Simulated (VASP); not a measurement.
# ZrB2: single point with LDA

Crystal: ZrB2.

```xyz
3
Lattice="3.0699 0.0000 0.0000 -1.5350 2.6586 0.0000 0.0000 0.0000 3.6633" Properties=species:S:1:pos:R:3 pbc="T T T"
Zr    0.0000    0.0000    0.0000
B     0.0000    1.7724    1.8317
B     1.5350    0.8862    1.8317
```

| Quantity | Value |
| --- | --- |
| Program | VASP 6.6.1 |
| Task | single point |
| Functional | LDA |
| Potentials or basis | VASP PAW LDA potentials, release 64 (Zr_sv, B) |
| Cutoff | 520 eV |
| k mesh | 15 × 15 × 12 |
| Occupations | gaussian, width 0.15 eV |
| Spin | no spin polarisation |

```
Pressure               : -0.3 GPa
Band gap on the k mesh : zero (bands 9 and 10 overlap by 1.08 eV)
```

Stress tensor (GPa, compression positive):
```
  7.77   0.00   0.00
  0.00   7.77   0.00
  0.00   0.00 -16.35
```

Levels at points of the mesh, in eV from the Fermi level:
| k point | band 5 | band 6 | band 7 | band 8 | band 9 | band 10 | band 11 | band 12 | band 13 | band 14 |
| --- | --- | --- | --- | --- | --- | --- | --- | --- | --- | --- |
| (0.00, 0.00, 0.00) | -12.69 | -2.78 | -2.71 | -2.11 | -2.11 | 3.66 | 3.66 | 3.82 | 3.82 | 5.88 |
| (0.00, 0.00, 0.50) | -10.76 | -6.95 | -0.56 | -0.56 | 0.83 | 0.87 | 0.87 | 1.07 | 1.07 | 5.91 |

Run time: 70 s on 1 thread of Intel Xeon 8259CL (shared host), peak memory 0.2 GiB.
